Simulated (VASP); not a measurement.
# BiTe (I4mm) in VASP: further runs, part 2 of 2

VASP 6.6.1.

### Step 3. Single point, PBEsol (all Bi atoms moved +0.050 Å, as atom 1 along Cartesian [1 0 0])

The input, INCAR:

```
  ALGO = Normal
  EDIFF = 1E-6
  ENCUT = 520
  GGA = PS
  ISIF = 2
  ISMEAR = 0
  LASPH = True
  LCHARG = False
  LREAL = False
  LWAVE = False
  NBANDS = 18
  NELM = 100
  PREC = Accurate
  SIGMA = 0.15
```

The input, KPOINTS:

```
k-points
0
Gamma
  14 14 14
```

The input, POSCAR:

```
BiTe
1.0
    0.0000000000      3.2350000000      3.2350000000
    3.2350000000      0.0000000000      3.2350000000
    3.2350000000      3.2350000000      0.0000000000
Bi Te
1 1
Direct
   -0.0077279753      0.0077279753      0.0077279753
    0.5000000000      0.5000000000      0.5000000000
```

Potentials or basis: VASP PAW PBE potentials, release 64 (Bi_d, Te).

The run is started by

```console
cat potpaw_PBE.64/Bi_d/POTCAR potpaw_PBE.64/Te/POTCAR > POTCAR
mpirun -np 1 vasp_std > vasp.out
```

OUTCAR:

```text
EDIFF = 1E-6
   ENCUT = 520
   GGA = PS
   ISIF = 2
   ISMEAR = 0
   LASPH = True
   LREAL = False
   NELM = 100
   PREC = Accurate

 ion  position               nearest neighbor table
   1  0.992  0.008  0.008-   2 3.18   2 3.24   2 3.24   2 3.24   2 3.24   2 3.29
   2  0.500  0.500  0.500-   1 3.18   1 3.24   1 3.24   1 3.24   1 3.24   1 3.29

  LATTYP: Found a face centered cubic cell.
 ALAT       =     6.4700000000

  Lattice vectors:

 A1 = (   0.0000000000,   3.2350000000,   3.2350000000)
 A2 = (   3.2350000000,   0.0000000000,   3.2350000000)
 A3 = (   3.2350000000,   3.2350000000,   0.0000000000)

Analysis of symmetry for initial positions (statically):
=====================================================================
 Subroutine PRICEL returns:
 Original cell was already a primitive cell.

 Routine SETGRP: Setting up the symmetry group for a
 face centered cubic supercell.

 Subroutine GETGRP returns: Found  8 space group operations
 (whereof  8 operations were pure point group operations)
 out of a pool of 48 trial point group operations.

The static configuration has the point symmetry C_4v.

Analysis of symmetry for dynamics (positions and initial velocities):
=====================================================================
 Subroutine PRICEL returns:
 Original cell was already a primitive cell.

 Routine SETGRP: Setting up the symmetry group for a
 face centered cubic supercell.

 Subroutine GETGRP returns: Found  8 space group operations
 (whereof  8 operations were pure point group operations)
 out of a pool of 48 trial point group operations.

The dynamic configuration has the point symmetry C_4v.

 Subroutine INISYM returns: Found  8 space group operations
 (whereof  8 operations are pure point group operations),
 and found     1 'primitive' translations

----------------------------------------------------------------------------------------

                                     Primitive cell

  volume of cell :      67.7100

  direct lattice vectors                    reciprocal lattice vectors
     0.000000000  3.235000000  3.235000000    -0.154559505  0.154559505  0.154559505
     3.235000000  0.000000000  3.235000000     0.154559505 -0.154559505  0.154559505
     3.235000000  3.235000000  0.000000000     0.154559505  0.154559505 -0.154559505

  length of vectors
     4.574980874  4.574980874  4.574980874     0.267704916  0.267704916  0.267704916

  position of ions in fractional coordinates (direct lattice)
     0.992272025  0.007727975  0.007727975
     0.500000000  0.500000000  0.500000000

  ion indices of the primitive-cell ions
   primitive index   ion index
                 1           1
                 2           2

----------------------------------------------------------------------------------------

 KPOINTS: k-points

Automatic generation of k-mesh.
 Grid dimensions read from file:
 generate k-points for:   14   14   14

 Generating k-lattice:

  Cartesian coordinates                     Fractional coordinates (reciprocal lattice)
    -0.011039965  0.011039965  0.011039965     0.071428571  0.000000000  0.000000000
     0.011039965 -0.011039965  0.011039965     0.000000000  0.071428571  0.000000000
     0.011039965  0.011039965 -0.011039965     0.000000000  0.000000000  0.071428571

  Length of vectors
     0.019121780  0.019121780  0.019121780

  Shift w.r.t. Gamma in fractional coordinates (k-lattice)
     0.000000000  0.000000000  0.000000000

 Subroutine IBZKPT returns following result:
 ===========================================

 Found    244 irreducible k-points:

 Following reciprocal coordinates:
            Coordinates               Weight
  0.000000  0.000000  0.000000      1.000000
  0.071429  0.000000  0.000000      8.000000
  0.142857  0.000000  0.000000      8.000000
  0.214286  0.000000  0.000000      8.000000
  0.285714  0.000000  0.000000      8.000000
  0.357143  0.000000  0.000000      8.000000
[... 16 lines left out ...]
 -0.428571  0.071429  0.000000     16.000000
  0.000000 -0.428571  0.071429      8.000000
 [... further k-points ...]
   k-points           NKPTS =    244   k-points in BZ     NKDIM =    244   number of bands    NBANDS=     18
   number of dos      NEDOS =    301   number of ions     NIONS =      2
   total plane-waves  NPLWV =  46656
   dimension x,y,z NGX =    36 NGY =   36 NGZ =   36
   dimension x,y,z NGXF=    72 NGYF=   72 NGZF=   72
   ions per type =               1   1
   NGX,Y,Z   is equivalent  to a cutoff of  13.08, 13.08, 13.08 a.u.
   NGXF,Y,Z  is equivalent  to a cutoff of  26.16, 26.16, 26.16 a.u.
 SYSTEM =  unknown system
   PREC   = accura    normal or accurate (medium, high low for compatibility)
   ISTART =      0    job   : 0-new  1-cont  2-samecut
   ICHARG =      2    charge: 1-file 2-atom 10-const
   ISPIN  =      1    spin polarized calculation?
   LNONCOLLINEAR =      F non collinear calculations
   LSORBIT =      F    spin-orbit coupling
   LASPH  =      T    aspherical Exc in radial PAW
   ENCUT  =  520.0 eV  38.22 Ry    6.18 a.u.   8.51  8.51  8.51*2*pi/ulx,y,z
   NELM   =    100;   NELMIN=  2; NELMDL= -5     # of ELM steps
   EDIFF  = 0.1E-05   stopping-criterion for ELM
   LREAL  =      F    real-space projection
   EDIFFG = 0.1E-04   stopping-criterion for IOM
   NSW    =      0    number of steps for IOM
   IBRION =     -1    ionic relax: 0-MD 1-quasi-New 2-CG
   NFREE  =      0    steps in history (QN), initial steepest desc. (CG)
   ISIF   =      2    stress and relaxation
   ISYM   =      2    0-nonsym 1-usesym 2-fastsym
   POTIM  = 0.5000    time-step for ionic-motion
   TEBEG  =    0.0;   TEEND  =   0.0 temperature during run
   PSTRESS=    0.0 pullay stress
   NELECT =      21.0000    total number of electrons
   NUPDOWN=      -1.0000    fix difference up-down
   EMIN   =  10.00;   EMAX   =-10.00  energy-range for DOS
   EFERMI =   0.00;   METHOD = LEGACY
   ISMEAR =     0;   SIGMA  =   0.15  broadening in eV -4-tet -1-fermi 0-gaus
   EFERMI_NEDOS =   21; number of points for ismear=-14 and -15
   IALGO  =     38    algorithm
   IMIX   =      4    mixing-type and parameters
     AMIX     =   0.40;   BMIX     =  1.00
     AMIX_MAG =   1.60;   BMIX_MAG =  1.00
  volume/ion in A,a.u.               =      33.86       228.46
  Fermi-wavevector in a.u.,A,eV,Ry     =   1.108146  2.094092 16.707785  1.227988
  Thomas-Fermi vector in A             =   2.244669
   LORBIT       =      0    0 simple, 1 ext, 2 COOP (PROOUT), +10 PAW based schemes
   GGA     = PS    functional components
   LHFCALC =     F    Hartree Fock is set to
   AEXX    =    0.0000 exact exchange contribution
   IVDW    =     0    specifies the selected vdW correction
   LEPSILON=     F    determine dielectric tensor
   LRPA    =     F    only Hartree local field effects (RPA)
 non-spin polarized calculation
 Gauss-broadening in eV      SIGMA  =   0.15
  energy-cutoff  :      520.00
  volume of cell :       67.71
 maximum number of plane-waves:      1845
 NGX is ok and might be reduce to    36
   NGX = 17   NGY = 17   NGZ = 17

 number of electron      21.0000004 magnetization

 Free energy of the ion-electron system (eV)
  ---------------------------------------------------
  ext. energy  EPLUGINS =         0.00000000
  ---------------------------------------------------
  free energy    TOTEN  =        -7.97941020 eV

  energy without entropy =       -7.96328089  energy(sigma->0) =       -7.97134555

 E-fermi :   6.4958     XC(G=0):  -9.5931

 val. band max:        6.4939490307   @ k =  -0.4286   0.1429   0.0000
 cond. band min:       6.5280207982   @ k =   0.0000  -0.4286   0.1429
 fundamental gap:      0.0340717675
 Fermi energy:         6.4957854999

 k-point     1 :       0.0000    0.0000    0.0000
  band No.  band energies     occupation
      1     -16.5714      2.00000
      2     -16.5697      2.00000
      3     -16.5662      2.00000
      4     -16.5662      2.00000
      5     -16.5652      2.00000
      6      -7.0474      2.00000
[... 10 lines left out ...]
     17      12.4783      0.00000
     18      12.9240      0.00000

 k-point     2 :       0.0714    0.0000    0.0000
  band No.  band energies     occupation
      1     -16.5715      2.00000
      2     -16.5699      2.00000
      3     -16.5661      2.00000
      4     -16.5659      2.00000
      5     -16.5650      2.00000
      6      -7.0017      2.00000
[... 10 lines left out ...]
     17      12.8112      0.00000
     18      13.3083      0.00000
[... 442 lines left out ...]
 k-point    24 :       0.0000   -0.4286    0.0714
  band No.  band energies     occupation
      1     -16.5759      2.00000
      2     -16.5741      2.00000
      3     -16.5639      2.00000
      4     -16.5594      2.00000
      5     -16.5588      2.00000
      6      -5.3018      2.00000
[... 10 lines left out ...]
     17      15.1176      0.00000
     18      16.0961      0.00000

 [... further k-points ...]
[... 5 lines left out ...]
  --------------------------------------------------------------------------------------
  -------------------------------------------------------------------------------------
  Total       -0.6961832     -0.7216702     -0.7216702     -0.0000000      0.0000000      0.0000000
  in kB      -16.4733247    -17.0764064    -17.0764064     -0.0000000      0.0000000      0.0000000
  external PRESSURE =     -16.8753792 kB  Pullay stress =       0.0000000 kB

 VOLUME and BASIS-vectors are now :
 -----------------------------------------------------------------------------
  energy-cutoff  :      520.00
  volume of cell :       67.71
      direct lattice vectors                 reciprocal lattice vectors
     0.000000000  3.235000000  3.235000000    -0.154559505  0.154559505  0.154559505
     3.235000000  0.000000000  3.235000000     0.154559505 -0.154559505  0.154559505
     3.235000000  3.235000000  0.000000000     0.154559505  0.154559505 -0.154559505

 POSITION                                       TOTAL-FORCE (eV/Angst)
 -----------------------------------------------------------------------------------
      0.05000      3.23500      3.23500        -0.114544      0.000000      0.000000
      3.23500      3.23500      3.23500         0.114544      0.000000      0.000000
 -----------------------------------------------------------------------------------
    total drift:                               -0.000219     -0.000000     -0.000000

  FREE ENERGIE OF THE ION-ELECTRON SYSTEM (eV)
  ---------------------------------------------------
  free  energy   TOTEN  =        -7.9794102014 eV

  energy  without entropy=       -7.9632808918  energy(sigma->0) =       -7.97134555
```

Wall time 4.1 min (1 thread of Intel Xeon Platinum 8259CL at 2.50GHz (Skylake/Cascade Lake), shared host); peak memory 0.42 GiB.

Results:

```yaml
Free_energy: -7.9794 eV
Pressure: -1.7 GPa
Largest_force: 0.115 eV/Å
Band_gap_on_the_k_mesh: zero (an odd number of electrons rules out a gap without spin polarisation)
```

Forces on the atoms (eV/Å):
```
Bi  -0.115  0.000  0.000
Te   0.115  0.000  0.000
```

Caveat: the cell differs from its parent crystal (all Bi atoms moved +0.050 Å, as atom 1 along Cartesian [1 0 0]); the PAW data sets were made with another functional, which shifts forces and pressure a little; spin-orbit coupling is left out, which moves the levels of the heavy elements.
